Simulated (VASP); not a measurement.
# GaSi62 (a cell with a defect) in VASP: single point with PBE

Aim: the single point of GaSi62 (a cell with a defect) with PBE.

Everything below comes from runs of VASP 6.6.1. Logs are shortened: lines on timing, memory, paths and dates and some standing lists are left out, and cuts for length are marked.

### Step 1. The cell of the first run

The cell holds a defect, 63 atoms: a = 10.860 Å, b = 10.860 Å, c = 10.860 Å, α = 90.00°, β = 90.00°, γ = 90.00°.

### Step 2. Single point, PBE, collinear spin

Contents of INCAR:

```
SYSTEM = GaSi62
  PREC = Accurate
  ENCUT = 520
  EDIFF = 1E-6
  ISMEAR = -1
  SIGMA = 0.02
  LREAL = Auto
  LASPH = .TRUE.
  NELM = 150
  ALGO = Normal
  ISIF = 2
  LWAVE = .FALSE.
  LCHARG = .FALSE.
  ISPIN = 2
  MAGMOM = 0 0 0 0 0 0 0 0 0 0 0 0 0 0 0 0 0 0 0 0 0 0 0 0 0 0 0 0 0 0 0.13 0.13 0 0 0 0 0 0.13 0 0 0 0 0 0 0 0 0 0 0 0 0 0 0 0 0 0 0 0 0 0 0 0 0
  LORBIT = 11
  GGA = PE
  NELECT = 263.0
  NBANDS = 172
```

Contents of KPOINTS:

```
Automatic mesh
0
G
  1 1 1
  0 0 0
```

Contents of POSCAR:

```
GaSi62
1.0
   10.8600000000      0.0000000000      0.0000000000
    0.0000000000     10.8600000000      0.0000000000
    0.0000000000      0.0000000000     10.8600000000
Si Ga
62 1
Direct
    0.4999178637      0.0003482505     -0.0000946593
    0.6215993554      0.1266820442      0.1265009208
    0.7491397790      0.2472395948     -0.0031279006
    0.8720178637      0.3745892265      0.1222828729
    0.7479858195     -0.0023255985      0.2482009208
    0.8728500000      0.1222174033      0.3738441989
    0.0026424494      0.0046997238      0.0038383057
    0.1198100368      0.1374779926      0.1377066298
    0.2482688766      0.2527498158      0.0044870166
    0.3687116943      0.3798604052      0.1330479742
    0.4994880295      0.5002004604      0.0006806630
    0.6221829650      0.6286128913      0.1244999079
    0.7516276243      0.7487857274     -0.0037221915
    0.8746733886      0.8765053407      0.1220245856
    0.2479102210      0.0041678637      0.2526406077
    0.3715157459      0.1297578269      0.3789042357
    0.4969493554      0.2529008287      0.2527045120
    0.6256899632      0.3752817680      0.3749655617
    0.7479218232      0.5002645488      0.2464769797
    0.8899915285      0.6098577348      0.3674291897
    0.5013671271     -0.0000619705      0.5002420810
    0.6231684162      0.1252236648      0.6282613260
    0.7495869245      0.2473626151      0.4993284530
    0.8902011971      0.3708169429      0.6099213628
    0.7513357274     -0.0033402394      0.7486093002
    0.8759016575      0.1221744936      0.8742656538
    0.0000683241      0.4997304788      0.0003084715
    0.1240130755      0.6271149171      0.1253500000
    0.2524414365      0.7502258748     -0.0013625230
    0.3733847145      0.8784222836      0.1258712707
   -0.0081109576      0.2674826888      0.2670200737
    0.2362651013      0.5013681400      0.2638256906
    0.3750121547      0.6242929098      0.3751085635
    0.4978679558      0.7525916206      0.2510262431
    0.6276195212      0.8710845304      0.3762561694
    0.0001730203      0.0003312155      0.4993295580
    0.1245779926      0.1252107735      0.6264951197
    0.2404119705      0.2596477901      0.4996134438
    0.3746777164      0.3751899632      0.6241575506
    0.5009792818      0.4998268877      0.4995772560
    0.6294696133      0.6231069061      0.6233553407
    0.7612602210      0.7398742173      0.4948959484
    0.8778123389      0.8715348987      0.6225404236
    0.2511329650     -0.0006606814      0.7511969613
    0.3734574586      0.1259630755      0.8780186924
    0.4977741252      0.2513696133      0.7522129834
    0.6264588398      0.3753388582      0.8725242173
    0.7598140884      0.4951320442      0.7415550645
    0.8778818600      0.6223863720      0.8714419890
   -0.0009918969      0.7526590239      0.2483973297
    0.1245668508      0.8751730203      0.3751058011
    0.1244720074      0.6161152855      0.6157187845
    0.2509870166      0.7501419890      0.5000044199
    0.3769432781      0.8751094843      0.6248923573
   -0.0002313996      0.2499184162      0.7509706262
    0.1246737569      0.3753662063      0.8754052486
    0.2498762431      0.5002615101      0.7495353591
    0.3771662983      0.6238943831      0.8735916206
    0.5026290055      0.7491370166      0.7487571823
    0.6247357274      0.8747706262      0.8746293738
    0.0038639042      0.7462326888      0.7463293738
    0.1250673112      0.8754998158      0.8760085635
    0.0467396869      0.4389352670      0.4325799263
```

Potentials or basis: VASP PAW PBE potentials, release 64 (Si, Ga_d).

The run is started by

```bash
> cat potpaw_PBE.64/Si/POTCAR potpaw_PBE.64/Ga_d/POTCAR > POTCAR
> mpirun -np 1 vasp_gam > vasp.out
```

OUTCAR:

```text
SYSTEM = GaSi62
   PREC = Accurate
   ENCUT = 520
   EDIFF = 1E-6
   ISMEAR = -1
   LREAL = Auto
   LASPH = .TRUE.
   NELM = 150
   ISIF = 2
   ISPIN = 2
   LORBIT = 11
   GGA = PE
   NELECT = 263.0

 ion  position               nearest neighbor table
   1  0.500  0.000  1.000-  45 2.35  30 2.35   2 2.35  60 2.36
   2  0.622  0.127  0.127-   1 2.35  17 2.36   5 2.37   3 2.37
   3  0.749  0.247  0.997-  26 2.35  47 2.35   4 2.36   2 2.37
   4  0.872  0.375  0.122-  19 2.34  31 2.35  27 2.35   3 2.36
   5  0.748  0.998  0.248-  14 2.35   6 2.35  35 2.35   2 2.37
   6  0.873  0.122  0.374-  23 2.34  31 2.35  36 2.35   5 2.35
[... 54 lines left out ...]
  61  0.004  0.746  0.746-  49 2.35  43 2.35  62 2.38  52 2.39
  62  0.125  0.875  0.876-  44 2.35  29 2.35   7 2.38  61 2.38
  63  0.047  0.439  0.433-  20 2.62  31 2.66  24 2.67  32 2.84  52 2.89  38 2.96

  LATTYP: Found a simple cubic cell.
 ALAT       =    10.8600000000

  Lattice vectors:

 A1 = (  10.8600000000,   0.0000000000,   0.0000000000)
 A2 = (   0.0000000000,  10.8600000000,   0.0000000000)
 A3 = (   0.0000000000,   0.0000000000,  10.8600000000)

Analysis of symmetry for initial positions (statically):
=====================================================================
 Subroutine PRICEL returns:
 Original cell was already a primitive cell.

 Routine SETGRP: Setting up the symmetry group for a
 simple cubic supercell.

 Subroutine GETGRP returns: Found  1 space group operations
 (whereof  1 operations were pure point group operations)
 out of a pool of 48 trial point group operations.

The static configuration has the point symmetry C_1 .

Analysis of symmetry for dynamics (positions and initial velocities):
=====================================================================
 Subroutine PRICEL returns:
 Original cell was already a primitive cell.

 Routine SETGRP: Setting up the symmetry group for a
 simple cubic supercell.

 Subroutine GETGRP returns: Found  1 space group operations
 (whereof  1 operations were pure point group operations)
 out of a pool of 48 trial point group operations.

The dynamic configuration has the point symmetry C_1 .

Analysis of structural, dynamic, and magnetic symmetry:
=====================================================================
 Subroutine PRICEL returns:
 Original cell was already a primitive cell.

 Routine SETGRP: Setting up the symmetry group for a
 simple cubic supercell.

 Subroutine GETGRP returns: Found  1 space group operations
 (whereof  1 operations were pure point group operations)
 out of a pool of 48 trial point group operations.

The overall configuration has the point symmetry C_1 .

 Subroutine INISYM returns: Found  1 space group operations
 (whereof  1 operations are pure point group operations),
 and found     1 'primitive' translations

----------------------------------------------------------------------------------------

                                     Primitive cell

  volume of cell :    1280.8241

  direct lattice vectors                    reciprocal lattice vectors
    10.860000000  0.000000000  0.000000000     0.092081031  0.000000000  0.000000000
     0.000000000 10.860000000  0.000000000     0.000000000  0.092081031  0.000000000
     0.000000000  0.000000000 10.860000000     0.000000000  0.000000000  0.092081031

  length of vectors
    10.860000000 10.860000000 10.860000000     0.092081031  0.092081031  0.092081031

  position of ions in fractional coordinates (direct lattice)
     0.499917864  0.000348250  0.999905341
     0.621599355  0.126682044  0.126500921
     0.749139779  0.247239595  0.996872099
     0.872017864  0.374589226  0.122282873
     0.747985820  0.997674401  0.248200921
     0.872850000  0.122217403  0.373844199
[... 55 lines left out ...]
     0.125067311  0.875499816  0.876008564
     0.046739687  0.438935267  0.432579926
[... 109 lines left out ...]
   LNONCOLLINEAR =      F non collinear calculations
   LSORBIT =      F    spin-orbit coupling
   LASPH  =      T    aspherical Exc in radial PAW
   ENCUT  =  520.0 eV  38.22 Ry    6.18 a.u.  20.19 20.19 20.19*2*pi/ulx,y,z
   NELM   =    150;   NELMIN=  2; NELMDL= -5     # of ELM steps
   EDIFF  = 0.1E-05   stopping-criterion for ELM
   LREAL  =      T    real-space projection
   EDIFFG = 0.1E-04   stopping-criterion for IOM
   NSW    =      0    number of steps for IOM
   IBRION =     -1    ionic relax: 0-MD 1-quasi-New 2-CG
   NFREE  =      0    steps in history (QN), initial steepest desc. (CG)
   ISIF   =      2    stress and relaxation
   ISYM   =      2    0-nonsym 1-usesym 2-fastsym
   POTIM  = 0.5000    time-step for ionic-motion
   TEBEG  =    0.0;   TEEND  =   0.0 temperature during run
   PSTRESS=    0.0 pullay stress
   NELECT =     263.0000    total number of electrons
   NUPDOWN=      -1.0000    fix difference up-down
   EMIN   =  10.00;   EMAX   =-10.00  energy-range for DOS
   EFERMI =   0.00;   METHOD = LEGACY
   ISMEAR =    -1;   SIGMA  =   0.02  broadening in eV -4-tet -1-fermi 0-gaus
   EFERMI_NEDOS =   21; number of points for ismear=-14 and -15
   IALGO  =     38    algorithm
   IMIX   =      4    mixing-type and parameters
     AMIX     =   0.40;   BMIX     =  1.00
     AMIX_MAG =   1.60;   BMIX_MAG =  1.00
  volume/ion in A,a.u.               =      20.33       137.20
  Fermi-wavevector in a.u.,A,eV,Ry     =   0.965822  1.825138 12.691670  0.932811
  Thomas-Fermi vector in A             =   2.095571
   LORBIT       =     11    0 simple, 1 ext, 2 COOP (PROOUT), +10 PAW based schemes
   GGA     = PE    functional components
   LHFCALC =     F    Hartree Fock is set to
   AEXX    =    0.0000 exact exchange contribution
   IVDW    =     0    specifies the selected vdW correction
   LEPSILON=     F    determine dielectric tensor
   LRPA    =     F    only Hartree local field effects (RPA)
 spin polarized calculation
  energy-cutoff  :      520.00
  volume of cell :     1280.82
 maximum number of plane-waves:     17229
 NGX is ok and might be reduce to    84
   NGX = 41   NGY = 41   NGZ = 41

 number of electron     262.9999999 magnetization       0.8801603

 Free energy of the ion-electron system (eV)
  ---------------------------------------------------
  ext. energy  EPLUGINS =         0.00000000
  ---------------------------------------------------
  free energy    TOTEN  =      -317.50207706 eV

  energy without entropy =     -317.46699658  energy(sigma->0) =     -317.48453682

 E-fermi :   6.2803     XC(G=0):  -9.3973

 val. band max:        6.2657277348   @ k =   0.0000   0.0000   0.0000
 cond. band min:       6.2901827306   @ k =   0.0000   0.0000   0.0000
 fundamental gap:      0.0244549958
 Fermi energy:         6.2802615824

 spin component 1

 k-point     1 :       0.0000    0.0000    0.0000
  band No.  band energies     occupation
      1      -8.7880      1.00000
      2      -8.7804      1.00000
      3      -8.7448      1.00000
      4      -8.7404      1.00000
      5      -8.7348      1.00000
      6      -6.2223      1.00000
[... 135 lines left out ...]
    142       6.8551      0.00000
    143       6.8725      0.00000
 Fermi energy:         6.2802615824

 spin component 2

 k-point     1 :       0.0000    0.0000    0.0000
  band No.  band energies     occupation
      1      -8.7808      1.00000
      2      -8.7748      1.00000
      3      -8.7448      1.00000
      4      -8.7398      1.00000
      5      -8.7341      1.00000
      6      -6.2111      1.00000
[... 135 lines left out ...]
    142       6.8690      0.00000
    143       6.8863      0.00000
 [bands above 143 left out]

------------------------ aborting loop because EDIFF is reached ----------------------------------------

  FORCE on cell =-STRESS in cart. coord.  units (eV):
  Direction    XX          YY          ZZ          XY          YZ          ZX
  --------------------------------------------------------------------------------------
  -------------------------------------------------------------------------------------
  Total       28.3215124     29.2339193     28.3277643      5.3907745     -4.9643743      7.7069553
  in kB       35.4272586     36.5685845     35.4350791      6.7432967     -6.2099146      9.6405974
  external PRESSURE =      35.8103074 kB  Pullay stress =       0.0000000 kB

 VOLUME and BASIS-vectors are now :
 -----------------------------------------------------------------------------
  energy-cutoff  :      520.00
  volume of cell :     1280.82
      direct lattice vectors                 reciprocal lattice vectors
    10.860000000  0.000000000  0.000000000     0.092081031  0.000000000  0.000000000
     0.000000000 10.860000000  0.000000000     0.000000000  0.092081031  0.000000000
     0.000000000  0.000000000 10.860000000     0.000000000  0.000000000  0.092081031

 POSITION                                       TOTAL-FORCE (eV/Angst)
 -----------------------------------------------------------------------------------
      5.42911      0.00378     10.85897        -0.002406      0.004875     -0.002029
      6.75057      1.37577      1.37380         0.003306     -0.000588     -0.003003
      8.13566      2.68502     10.82603        -0.000352     -0.003382     -0.002865
      9.47011      4.06804      1.32799         0.001305      0.002964      0.001292
      8.12313     10.83474      2.69546        -0.001648     -0.000147     -0.001005
      9.47915      1.32728      4.05995         0.000956     -0.001010      0.003822
[... 55 lines left out ...]
      1.35823      9.50793      9.51345         0.010498      0.001949      0.004357
      0.50759      4.76684      4.69782         0.012548      0.001613     -0.005704
 -----------------------------------------------------------------------------------
    total drift:                               -0.003983      0.009782     -0.012144

  FREE ENERGIE OF THE ION-ELECTRON SYSTEM (eV)
  ---------------------------------------------------
  free  energy   TOTEN  =      -317.5020770581 eV

  energy  without entropy=     -317.4669965831  energy(sigma->0) =     -317.48453682

 total charge

# of ion       s       p       d       tot
------------------------------------------
    1        0.740   0.961   0.000   1.702
    2        0.743   0.957   0.000   1.700
    3        0.745   0.959   0.000   1.704
    4        0.744   0.962   0.000   1.706
    5        0.744   0.959   0.000   1.704
    6        0.743   0.963   0.000   1.705
[... 55 lines left out ...]
   62        0.748   0.936   0.000   1.684
   63        0.867   0.663   9.962  11.492
--------------------------------------------------
tot         47.120  59.384   9.962 116.466

 magnetization (x)

# of ion       s       p       d       tot
------------------------------------------
    1       -0.000   0.000   0.000   0.000
    2        0.000   0.003   0.000   0.003
    3        0.002   0.004   0.000   0.006
    4        0.001   0.003   0.000   0.004
    5        0.001   0.003   0.000   0.004
    6        0.000   0.003   0.000   0.003
[... 55 lines left out ...]
   62        0.000   0.003   0.000   0.003
   63       -0.003  -0.004   0.009   0.002
--------------------------------------------------
tot          0.065   0.243   0.009   0.317
```

Run time: 27 min. Hardware: 1 thread of Intel Xeon 8259CL, shared host; peak memory 1.4 GiB.

What came out:

| Property | Result |
| --- | --- |
| Free energy | -317.5021 eV |
| Largest force | 0.024 eV/Å |
| Net moment | 0.88 μB per cell |
| Site moments | Si +0.00, +0.01, -0.00, +0.02, +0.03, +0.04 (each value once); Ga +0.00 μB |
| Valence electrons inside the program's atomic spheres | Si 1.70, 1.71, 1.68, 1.67, 1.66, 1.69, 1.65 (each value once); Ga 11.49 |

Forces in eV/Å, atoms in the order of the input:
```
Si  -0.002  0.005 -0.002
Si   0.003 -0.001 -0.003
Si   0.000 -0.003 -0.003
Si   0.001  0.003  0.001
Si  -0.002  0.000 -0.001
Si   0.001 -0.001  0.004
Si  -0.010  0.001  0.001
Si   0.012 -0.004 -0.003
Si   0.000  0.000 -0.001
Si   0.004 -0.002 -0.001
Si  -0.001  0.004  0.005
Si   0.002 -0.003  0.002
Si   0.001 -0.001 -0.005
Si   0.000  0.001  0.002
Si   0.000  0.000  0.002
Si   0.004 -0.004  0.006
Si   0.000 -0.001 -0.002
Si  -0.003  0.001  0.002
Si  -0.003  0.001 -0.006
Si  -0.015  0.015 -0.006
Si  -0.001  0.002 -0.002
Si   0.001  0.000 -0.001
Si  -0.004 -0.002 -0.005
Si  -0.015 -0.005  0.018
Si   0.001 -0.004 -0.001
Si   0.001  0.000 -0.002
Si   0.001 -0.002  0.002
Si   0.000  0.000  0.001
Si   0.002 -0.001 -0.002
Si  -0.001  0.000 -0.001
Si  -0.015 -0.004 -0.002
Si   0.001  0.012 -0.003
Si   0.001  0.002  0.000
Si  -0.001 -0.001 -0.001
Si  -0.002  0.002  0.003
Si   0.001  0.001 -0.004
Si   0.004  0.002  0.000
Si   0.011 -0.013  0.006
Si  -0.003 -0.003 -0.001
Si   0.003  0.001 -0.001
Si  -0.001  0.002  0.001
Si   0.000  0.002 -0.001
Si  -0.001  0.001  0.002
Si  -0.004  0.000 -0.002
Si   0.001 -0.002  0.000
Si  -0.001  0.000 -0.001
Si  -0.001 -0.002  0.002
Si  -0.004  0.002  0.005
Si  -0.001  0.002  0.002
Si   0.000 -0.001 -0.004
Si   0.005  0.000  0.001
Si   0.006 -0.003 -0.001
Si   0.004  0.003 -0.005
Si  -0.002  0.000  0.005
Si   0.001 -0.002  0.000
Si   0.002  0.001  0.000
Si   0.000 -0.002 -0.001
Si  -0.002  0.001 -0.002
Si   0.002 -0.003 -0.003
Si   0.002  0.004  0.005
Si  -0.007 -0.001  0.000
Si   0.010  0.002  0.004
Ga   0.013  0.002 -0.006
```

Caveat: the k points lie up to 0.58 Å⁻¹ apart; the cell carries a net charge on a neutralising background, which shifts energy and pressure; the cell is charged against a uniform background, so pressure and absolute levels hang on convention.
